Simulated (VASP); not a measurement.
Input of a VASP 6.6.1 run:

The input INCAR:

```
SYSTEM = Cd
PREC     = Accurate       ! precision mode
ENCUT    = 520            ! plane-wave cutoff, eV
EDIFF    = 1E-6           ! SCF threshold, eV
ISMEAR   = -1             ! smearing method
SIGMA    = 0.01           ! smearing width, eV
LREAL    = .False.        ! projectors in reciprocal space
LASPH    = .True.         ! aspherical terms in the spheres
NELM     = 80             ! most SCF steps
ALGO     = Normal         ! electronic algorithm
ISIF     = 2              ! what is computed and relaxed
LWAVE    = .False.        ! write WAVECAR
LCHARG   = .False.        ! write CHGCAR
NBANDS   = 19             ! bands
```

Contents of KPOINTS:

```
Automatic mesh
0
Gamma
  13 13 6
  0 0 0
```

Contents of POSCAR:

```
Cd
1.0
    2.8818641727      0.0000000000      0.0000000000
   -1.4409320863      2.4957675838      0.0000000000
    0.0000000000      0.0000000000      5.6383707528
Cd
2
Direct
    0.3333333333      0.6666666667      0.2500000000
    0.6666666667      0.3333333333      0.7500000000
```

Potentials or basis: VASP PAW LDA potentials, release 64 (Cd).

The run is started by

```bash
$ cat potpaw_LDA.64/Cd/POTCAR > POTCAR
$ mpirun -np 1 vasp_std > vasp.out
```

**Question.** Estimate the pressure.

**Answer.** 0.8 GPa.

**Question.** What does it give for the band gap on the k mesh?

**Answer.** Zero (band 12 reaches 4.47 eV, above the bottom of band 13 at -0.22 eV).

Stress tensor (GPa, compression positive):
```
 2.00  0.00  0.00
 0.00  2.00  0.00
 0.00  0.00 -1.71
```
